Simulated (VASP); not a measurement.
A run of VASP 6.6.1 is set up as follows.

File POSCAR:

```
CdS
1.0
    0.0000000000      2.9095228330      2.9095228330
    2.9095228330      0.0000000000      2.9095228330
    2.9095228330      2.9095228330      0.0000000000
Cd S
1 1
Direct
    0.0000000000      0.0000000000      0.0000000000
    0.2500000000      0.2500000000      0.2500000000
```

Contents of INCAR.step1:

```
SYSTEM = CdS
PREC     = Accurate       ! precision mode
ENCUT    = 520            ! plane-wave cutoff, eV
ISMEAR   = 0              ! smearing method
SIGMA    = 0.01           ! smearing width, eV
LREAL    = .FALSE.        ! projectors in reciprocal space
LASPH    = .TRUE.         ! aspherical terms in the spheres
NELM     = 100            ! most SCF steps
NBANDS   = 16             ! bands
GGA      = PE             ! functional
ALGO     = Normal         ! electronic algorithm
EDIFF    = 1E-4           ! SCF threshold, eV
LWAVE    = .TRUE.         ! write WAVECAR
LCHARG   = .FALSE.        ! write CHGCAR
```

Contents of INCAR.step2:

```
SYSTEM = CdS
PREC     = Accurate       ! precision mode
ENCUT    = 520            ! plane-wave cutoff, eV
EDIFF    = 1E-7           ! SCF threshold, eV
ISMEAR   = 0              ! smearing method
SIGMA    = 0.01           ! smearing width, eV
LREAL    = .FALSE.        ! projectors in reciprocal space
LASPH    = .TRUE.         ! aspherical terms in the spheres
NELM     = 100            ! most SCF steps
ALGO     = Normal         ! electronic algorithm
ISIF     = 2              ! what is computed and relaxed
LWAVE    = .FALSE.        ! write WAVECAR
LCHARG   = .TRUE.         ! write CHGCAR
METAGGA  = R2SCAN         ! meta-GGA
LMIXTAU  = .TRUE.       
LELF     = .TRUE.         ! ELF
LVHAR    = .TRUE.       
NBANDS   = 16             ! bands
ISTART   = 1
```

File KPOINTS:

```
regular mesh
0
G
  6 6 6
  0 0 0
```

Potentials or basis: VASP PAW PBE potentials, release 64 (Cd, S).

The run is started by

```bash
$ cat potpaw_PBE.64/Cd/POTCAR potpaw_PBE.64/S/POTCAR > POTCAR
$ cp INCAR.step1 INCAR
$ mpirun -np 1 vasp_std > vasp.out
$ cp INCAR.step2 INCAR
$ mpirun -np 1 vasp_std > vasp.out
```

Problem. Predict the band gap on the k mesh.

Solution. 1.61 eV, direct.

Problem. Predict the pressure.

Solution. 2.3 GPa.

Caveat: the PAW data sets were made with another functional, which shifts forces and pressure a little.
